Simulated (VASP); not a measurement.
# BaTiO3 (Pm-3m) in VASP: settings compared

The runs below take BaTiO3 through single point, with revPBE+D3(BJ), PBE+D4.

Everything below comes from runs of VASP 6.6.1. Logs are shortened: lines on timing, memory, paths and dates and some standing lists are left out, and cuts for length are marked.

## 1. The cell of the first run

Symmetry: Pm-3m, No. 221, cubic system. The conventional cell has a = 3.993 Å, b = 3.993 Å, c = 3.993 Å, α = 90.00°, β = 90.00°, γ = 90.00°. Within 3.7 Å of Ba (site symmetry m-3m) lie 12 O at 2.82 Å and 8 Ti at 3.46 Å. Within 2.6 Å of Ti (site symmetry m-3m) lie 6 O at 2.00 Å. O (site symmetry 4/mmm) has 2 Ti at 2.00 Å within 2.6 Å.

## 2. Single point, revPBE+D3(BJ)

INCAR

```
PREC = Accurate ; ENCUT = 1340
EDIFF = 1E-6 ; ISMEAR = -1
SIGMA = 0.02 ; LREAL = F
LASPH = T ; NELM = 120
ALGO = Normal ; ISIF = 2
LWAVE = F ; LCHARG = T
GGA = RE ; IVDW = 12
LELF = T ; LVHAR = T
NBANDS = 28 ; GGA_COMPAT = F
```

KPOINTS

```
Automatic mesh
0
Gamma
  6 6 6
```

POSCAR

```
BaTiO3
1.0
    3.9932746051      0.0000000000      0.0000000000
    0.0000000000      3.9932746051      0.0000000000
    0.0000000000      0.0000000000      3.9932746051
Ba Ti O
1 1 3
Direct
    0.5000000000      0.5000000000      0.5000000000
    0.0000000000      0.0000000000      0.0000000000
    0.5000000000      0.0000000000      0.0000000000
    0.0000000000      0.5000000000      0.0000000000
    0.0000000000      0.0000000000      0.5000000000
```

Potentials or basis: VASP PAW PBE potentials, release 64 (Ba_sv, Ti_sv, O_h).

Launch:

```console
cat potpaw_PBE.64/Ba_sv/POTCAR potpaw_PBE.64/Ti_sv/POTCAR potpaw_PBE.64/O_h/POTCAR > POTCAR
mpirun -np 1 vasp_std > vasp.out
```

OUTCAR:

```text
PREC = Accurate
   ENCUT = 1340
   EDIFF = 1E-6
   ISMEAR = -1
   LREAL = F
   LASPH = T
   NELM = 120
   ISIF = 2
   GGA = RE
   IVDW = 12
 IVDW          = 12

 ion  position               nearest neighbor table
   1  0.500  0.500  0.500-   3 2.82   4 2.82   5 2.82   3 2.82   4 2.82   3 2.82   5 2.82   3 2.82
                             4 2.82   5 2.82   4 2.82   5 2.82   2 3.46   2 3.46   2 3.46   2 3.46
   2  0.000  0.000  0.000-   3 2.00   4 2.00   5 2.00   5 2.00   4 2.00   3 2.00   1 3.46   1 3.46
                             1 3.46   1 3.46   1 3.46   1 3.46   1 3.46   1 3.46
   3  0.500  0.000  0.000-   2 2.00   2 2.00   1 2.82   1 2.82   1 2.82   1 2.82
   4  0.000  0.500  0.000-   2 2.00   2 2.00   1 2.82   1 2.82   1 2.82   1 2.82
   5  0.000  0.000  0.500-   2 2.00   2 2.00   1 2.82   1 2.82   1 2.82   1 2.82

  LATTYP: Found a simple cubic cell.
 ALAT       =     3.9932746051

  Lattice vectors:

 A1 = (   3.9932746051,   0.0000000000,   0.0000000000)
 A2 = (   0.0000000000,   3.9932746051,   0.0000000000)
 A3 = (   0.0000000000,   0.0000000000,   3.9932746051)

Analysis of symmetry for initial positions (statically):
=====================================================================
 Subroutine PRICEL returns:
 Original cell was already a primitive cell.

 Routine SETGRP: Setting up the symmetry group for a
 simple cubic supercell.

 Subroutine GETGRP returns: Found 48 space group operations
 (whereof 48 operations were pure point group operations)
 out of a pool of 48 trial point group operations.

The static configuration has the point symmetry O_h .

Analysis of symmetry for dynamics (positions and initial velocities):
=====================================================================
 Subroutine PRICEL returns:
 Original cell was already a primitive cell.

 Routine SETGRP: Setting up the symmetry group for a
 simple cubic supercell.

 Subroutine GETGRP returns: Found 48 space group operations
 (whereof 48 operations were pure point group operations)
 out of a pool of 48 trial point group operations.

The dynamic configuration has the point symmetry O_h .

 Subroutine INISYM returns: Found 48 space group operations
 (whereof 48 operations are pure point group operations),
 and found     1 'primitive' translations

[... 94 lines left out ...]
   NELM   =    120;   NELMIN=  2; NELMDL= -5     # of ELM steps
   EDIFF  = 0.1E-05   stopping-criterion for ELM
   LREAL  =      F    real-space projection
   EDIFFG = 0.1E-04   stopping-criterion for IOM
   NSW    =      0    number of steps for IOM
   IBRION =     -1    ionic relax: 0-MD 1-quasi-New 2-CG
   NFREE  =      0    steps in history (QN), initial steepest desc. (CG)
   ISIF   =      2    stress and relaxation
   ISYM   =      2    0-nonsym 1-usesym 2-fastsym
   POTIM  = 0.5000    time-step for ionic-motion
   TEBEG  =    0.0;   TEEND  =   0.0 temperature during run
   PSTRESS=    0.0 pullay stress
   NELECT =      40.0000    total number of electrons
   NUPDOWN=      -1.0000    fix difference up-down
   EMIN   =  10.00;   EMAX   =-10.00  energy-range for DOS
   EFERMI =   0.00;   METHOD = LEGACY
   ISMEAR =    -1;   SIGMA  =   0.02  broadening in eV -4-tet -1-fermi 0-gaus
   EFERMI_NEDOS =   21; number of points for ismear=-14 and -15
   IALGO  =     38    algorithm
   IMIX   =      4    mixing-type and parameters
     AMIX     =   0.40;   BMIX     =  1.00
     AMIX_MAG =   1.60;   BMIX_MAG =  1.00
  volume/ion in A,a.u.               =      12.74        85.94
  Fermi-wavevector in a.u.,A,eV,Ry     =   1.402057  2.649503 26.745838  1.965764
  Thomas-Fermi vector in A             =   2.524857
   LORBIT       =      0    0 simple, 1 ext, 2 COOP (PROOUT), +10 PAW based schemes
   GGA     = RE    functional components
   LHFCALC =     F    Hartree Fock is set to
   AEXX    =    0.0000 exact exchange contribution
   IVDW    =    12    specifies the selected vdW correction
   LEPSILON=     F    determine dielectric tensor
   LRPA    =     F    only Hartree local field effects (RPA)
 non-spin polarized calculation
  energy-cutoff  :     1340.00
  volume of cell :       63.68
 maximum number of plane-waves:      7123
 NGX is ok and might be reduce to    48
   NGX = 23   NGY = 23   NGZ = 23

 number of electron      40.0000001 magnetization

 Free energy of the ion-electron system (eV)
  ---------------------------------------------------
  ext. energy  EPLUGINS =         0.00000000
  ---------------------------------------------------
  free energy    TOTEN  =       -38.16219070 eV

  energy without entropy =      -38.16219070  energy(sigma->0) =      -38.16219070

 E-fermi :   4.9202     XC(G=0): -11.1504

 val. band max:        4.3505715739   @ k =   0.5000   0.5000   0.5000
 cond. band min:       6.1391835670   @ k =   0.0000   0.0000   0.0000
 fundamental gap:      1.7886119931
 Fermi energy:         4.9201954235

 k-point     1 :       0.0000    0.0000    0.0000
  band No.  band energies     occupation
      1     -52.3711      2.00000
      2     -28.5311      2.00000
      3     -28.5311      2.00000
      4     -28.5311      2.00000
      5     -20.4806      2.00000
      6     -12.6225      2.00000
[... 609 lines left out ...]
     27      12.0971      0.00000
     28      12.0971      0.00000

------------------------ aborting loop because EDIFF is reached ----------------------------------------

 Edisp (eV)   -2.45450

 E8    (eV) :    -1.7202

  FORCE on cell =-STRESS in cart. coord.  units (eV):
  Direction    XX          YY          ZZ          XY          YZ          ZX
  --------------------------------------------------------------------------------------
  -------------------------------------------------------------------------------------
  Total       0.66134     0.66134     0.66134     0.00000    -0.00000    -0.00000
  in kB      16.63985    16.63985    16.63985     0.00000    -0.00000    -0.00000
  external pressure =       16.64 kB  Pullay stress =        0.00 kB

 VOLUME and BASIS-vectors are now :
 -----------------------------------------------------------------------------
  energy-cutoff  :     1340.00
  volume of cell :       63.68
      direct lattice vectors                 reciprocal lattice vectors
     3.993274605  0.000000000  0.000000000     0.250421045  0.000000000  0.000000000
     0.000000000  3.993274605  0.000000000     0.000000000  0.250421045  0.000000000
     0.000000000  0.000000000  3.993274605     0.000000000  0.000000000  0.250421045

 POSITION                                       TOTAL-FORCE (eV/Angst)
 -----------------------------------------------------------------------------------
      1.99664      1.99664      1.99664         0.000000      0.000000      0.000000
      0.00000      0.00000      0.00000         0.000000      0.000000      0.000000
      1.99664      0.00000      0.00000         0.000000      0.000000      0.000000
      0.00000      1.99664      0.00000         0.000000      0.000000      0.000000
      0.00000      0.00000      1.99664         0.000000      0.000000      0.000000
 -----------------------------------------------------------------------------------
    total drift:                                0.000000      0.000000      0.000000

  FREE ENERGIE OF THE ION-ELECTRON SYSTEM (eV)
  ---------------------------------------------------
  free  energy   TOTEN  =       -40.6166929622 eV

  energy  without entropy=      -40.6166929622  energy(sigma->0) =      -40.61669296
```

OSZICAR:

```text
N       E                     dE             d eps       ncg     rms          rms(c)
DAV:   1     0.669312124701E+03    0.66931E+03   -0.35340E+04  1120   0.309E+03
DAV:   2     0.755116504332E+02   -0.59380E+03   -0.56655E+03  1184   0.630E+02
DAV:   3    -0.409055201276E+02   -0.11642E+03   -0.10778E+03  1548   0.214E+02
DAV:   4    -0.487610121953E+02   -0.78555E+01   -0.78226E+01  1412   0.557E+01
DAV:   5    -0.490496060679E+02   -0.28859E+00   -0.28833E+00  1704   0.103E+01    0.232E+01
DAV:   6    -0.381882931654E+02    0.10861E+02   -0.54179E+01  1632   0.659E+01    0.959E+00
DAV:   7    -0.382757402503E+02   -0.87447E-01   -0.96321E+00  1496   0.219E+01    0.662E+00
DAV:   8    -0.381425132960E+02    0.13323E+00   -0.65905E-01  1392   0.691E+00    0.364E+00
DAV:   9    -0.381841662201E+02   -0.41653E-01   -0.37042E-01  1580   0.560E+00    0.148E+00
DAV:  10    -0.381665427448E+02    0.17623E-01   -0.14508E-01  1312   0.401E+00    0.655E-01
DAV:  11    -0.381622401783E+02    0.43026E-02   -0.23223E-02  1556   0.977E-01    0.212E-01
DAV:  12    -0.381624636204E+02   -0.22344E-03   -0.48023E-03  1344   0.706E-01    0.160E-01
DAV:  13    -0.381621799989E+02    0.28362E-03   -0.10988E-03  1284   0.379E-01    0.367E-02
DAV:  14    -0.381621813350E+02   -0.13361E-05   -0.11732E-04  1684   0.969E-02    0.139E-02
DAV:  15    -0.381621912730E+02   -0.99380E-05   -0.72705E-05  1296   0.714E-02    0.848E-03
DAV:  16    -0.381621907043E+02    0.56876E-06   -0.45835E-06  1432   0.155E-02
   1 F= -.40616693E+02 E0= -.40616693E+02  d E =-.121703E-13
```

Wall time 2 min (1 thread of AMD EPYC 7R13 (Zen 3), shared host); peak memory 0.39 GiB.

What came out:

```yaml
Free_energy: -40.6167 eV
Pressure: 1.7 GPa
Band_gap_on_the_k_mesh: 1.79 eV (least direct gap 1.93 eV)
Dispersion_energy_per_atom: -0.491 eV
```

Caveat: the PAW data sets were made with another functional, which shifts forces and pressure a little; spin-orbit coupling is left out, which moves the levels of the heavy elements. A hybrid or GW would open this gap; revPBE tends to underestimate it.

## 3. Single point, PBE+D4

INCAR

```
PREC = Accurate ; ENCUT = 1340
EDIFF = 1E-6 ; ISMEAR = -1
SIGMA = 0.02 ; LREAL = F
LASPH = T ; NELM = 120
ALGO = Normal ; ISIF = 2
LWAVE = F ; LCHARG = F
GGA = PE ; IVDW = 13
NBANDS = 28 ; GGA_COMPAT = F
```

KPOINTS is that of step 2.

Changes to POSCAR since step 2:

```diff
@@ -2,5 +2,5 @@
 1.0
-    3.9932746051      0.0000000000      0.0000000000
-    0.0000000000      3.9932746051      0.0000000000
-    0.0000000000      0.0000000000      3.9932746051
+    3.9958748814      0.0000000000      0.0000000000
+    0.0000000000      3.9958748814      0.0000000000
+    0.0000000000      0.0000000000      3.9958748814
 Ba Ti O
```

Potentials or basis: VASP PAW PBE potentials, release 64 (Ba_sv, Ti_sv, O_h).

Launch:

```console
cat potpaw_PBE.64/Ba_sv/POTCAR potpaw_PBE.64/Ti_sv/POTCAR potpaw_PBE.64/O_h/POTCAR > POTCAR
mpirun -np 1 vasp_std > vasp.out
```

Wall time 87 s (1 thread of Intel Xeon Platinum 8488C (Sapphire Rapids), shared host); peak memory 0.41 GiB.

Results (log left out):

| Property | Result |
| --- | --- |
| Free energy | -41.0681 eV |
| Pressure | 1.7 GPa |
| Band gap on the k mesh | 1.76 eV (least direct gap 1.90 eV) |
| Dispersion energy per atom | -0.217 eV |

Levels at points of the mesh, in eV from the valence-band top:
| k point | band 18 | band 19 | band 20 | band 21 | band 22 | band 23 |
| --- | --- | --- | --- | --- | --- | --- |
| (0.00, 0.00, 0.00) | -0.14 | -0.14 | -0.14 | 1.76 | 1.76 | 1.76 |
| (0.50, 0.00, 0.00) | -1.83 | -0.71 | -0.71 | 1.92 | 3.51 | 3.51 |
| (0.50, 0.50, 0.00) | -0.87 | -0.87 | -0.09 | 3.52 | 3.52 | 3.94 |
| (0.50, 0.50, 0.50) | 0.00 | 0.00 | 0.00 | 4.19 | 4.19 | 4.19 |

Caveat: spin-orbit coupling is left out, which moves the levels of the heavy elements.
